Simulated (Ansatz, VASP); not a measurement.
One calculation of WS, two programs

The input INCAR:

```
ALGO = Normal
EDIFF = 1E-6
ENCUT = 520
GGA = PE
ISIF = 2
ISMEAR = 0
ISPIN = 2
LASPH = True
LCHARG = False
LMAXMIX = 4
LORBIT = 11
LREAL = False
LWAVE = False
MAGMOM = 2.5 2.5 0 0
NBANDS = 32
NELM = 150
PREC = Accurate
SIGMA = 0.1
```

KPOINTS

```
k-points
0
Gamma
  12 12 8
```

File POSCAR:

```
WS
1.0
    3.1510673563      0.0000000000      0.0000000000
   -1.5755336781      2.7289043796      0.0000000000
    0.0000000000      0.0000000000      6.7594819029
W S
2 2
Direct
    0.0000000000      0.0000000000      0.0000000000
    0.0000000000      0.0000000000      0.5000000000
    0.3333333333      0.6666666667      0.2500000000
    0.6666666667      0.3333333333      0.7500000000
```

Input for Ansatz:

```yaml
crystal:
  lattice:
    - [3.1510673563, 0.0, 0.0]
    - [-1.5755336781, 2.7289043796, 0.0]
    - [0.0, 0.0, 6.7594819029]
  atoms:
    - { symbol: W, position: [0.0, 0.0, 0.0], spin: 2.5 }
    - { symbol: W, position: [0.0, 0.0, 0.5], spin: 2.5 }
    - { symbol: S, position: [0.3333333333, 0.6666666667, 0.25] }
    - { symbol: S, position: [0.6666666667, 0.3333333333, 0.75] }
basis:
  ecutwfc: 420
kpoints:
  mp_grid: { grid: [12, 12, 8] }
hamiltonian:
  xc: pbe
scf:
  occupations: { method: gaussian, width: 0.1 }
  lower_state_search: "off"
output:
  forces: true
  stress: true
  eigenvalues: true
  populations: true
  write_density: true
  write_potential: true
  elf: true
  volumetric_format: npy
magnetization:
  spin_polarized: true
```

Alike in both runs: task single point; functional PBE; k mesh 12 × 12 × 8; occupations gaussian, width 0.1 eV; collinear spin.

|  | VASP | Ansatz |
| --- | --- | --- |
| version | VASP 6.6.1 | Ansatz 0.2.0 |
| potentials or method | VASP PAW PBE potentials, release 64 (W_sv, S), cutoff 520 eV | scalar-relativistic, plane waves, PAW |
| valence electrons in the cell | 40 | 40 |

|  | VASP | Ansatz | Ansatz less VASP |
| --- | --- | --- | --- |
| gap on the k mesh at the Fermi level (eV) | none | none | - |
| pressure (GPa) | 0.3 | 0.0 | -0.29 |
| traceless stress, the component that is largest in VASP (GPa) | 0.17 | 0.01 | -0.161 |
| net moment per atom (μB) | 0.00 | 0.00 | 0.000 |

A gap of «none» marks a metal or a gap that the smearing closes. Ansatz's warnings: seeded moment not kept.

Neither program's run includes spin-orbit coupling.
